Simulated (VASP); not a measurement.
Pt:

```
CELL_PARAMETERS angstrom
0.00000 1.96090 1.96090
1.96090 0.00000 1.96090
1.96090 1.96090 0.00000
ATOMIC_POSITIONS crystal
Pt 0.00000 0.00000 0.00000
```

| Quantity | Value |
| --- | --- |
| Program | VASP 6.6.1 |
| Task | relaxation of cell and atoms |
| Functional | LDA |
| Potentials or basis | VASP PAW LDA potentials, release 64 (Pt) |
| Cutoff | 600 eV |
| k mesh | 11 × 11 × 11 |
| Occupations | fermi-dirac, width 0.1 eV |
| Spin | no spin polarisation |

At the start: pressure -5.4 GPa; volume 15.08 Å³/atom.

Task: How do energy, volume and symmetry change on relaxing?

Result: Over 3 steps the energy falls by 4.7 meV/atom and the volume is 14.81 Å³/atom (-1.8 %); space group Fm-3m (No. 225, to 0.1 Å) before and after.

Step by step:
```tsv
step	energy change (eV)	largest force (eV/Å)	pressure (GPa)	volume (Å³)
1	0.0000	0.0000	-5.37	15.08
2	0.0420	0.0000	19.81	14.00
3	-0.0047	0.0000	-0.13	14.81
```

Final structure:
```
Pt
1.0
     0.00000    1.94916    1.94916
     1.94916    0.00000    1.94916
     1.94916    1.94916    0.00000
Pt
1
Cartesian
  0.0000 0.0000 0.0000
```
